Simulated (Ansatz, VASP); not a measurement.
# One calculation of KTaO3, two programs

```
K Ta O
1.0
     4.02376    0.00000    0.00000
     0.00000    4.02376    0.00000
     0.00000    0.00000    4.02376
K Ta O
1 1 3
Direct
  0.50000 0.50000 0.50000
  0.00000 0.00000 0.00000
  0.50000 0.00000 0.00000
  0.00000 0.50000 0.00000
  0.00000 0.00000 0.50000
```

Alike in both runs: functional PBE; k mesh 4 × 4 × 4; occupations gaussian, width 0.1 eV; no spin polarisation.

Ansatz relaxed the structure, and its values are those at the end. VASP's run is a single point on that final structure, the one shown.

|  | VASP | Ansatz |
| --- | --- | --- |
| version | VASP 6.6.1 | Ansatz 0.2.0 |
| potentials or method | VASP PAW PBE potentials, release 64 (K_sv, Ta_pv, O), cutoff 520 eV | scalar-relativistic, plane waves, PAW |
| valence electrons in the cell | 38 | 40 |

|  | VASP | Ansatz | Ansatz less VASP |
| --- | --- | --- | --- |
| gap on the k mesh at the Fermi level (eV) | 2.10 | 2.15 | +0.047 |
| least direct gap on the mesh (eV) | 2.73 | 2.77 | +0.037 |
| pressure (GPa) | 0.7 | 0.1 | -0.60 |

With one functional, cell and mesh, what is left measures potentials, basis and numerics. VASP's potentials hold 38 valence electrons a cell and Ansatz's 40, so a difference there can come from the potentials and not from the codes.

Spin-orbit coupling is off throughout.
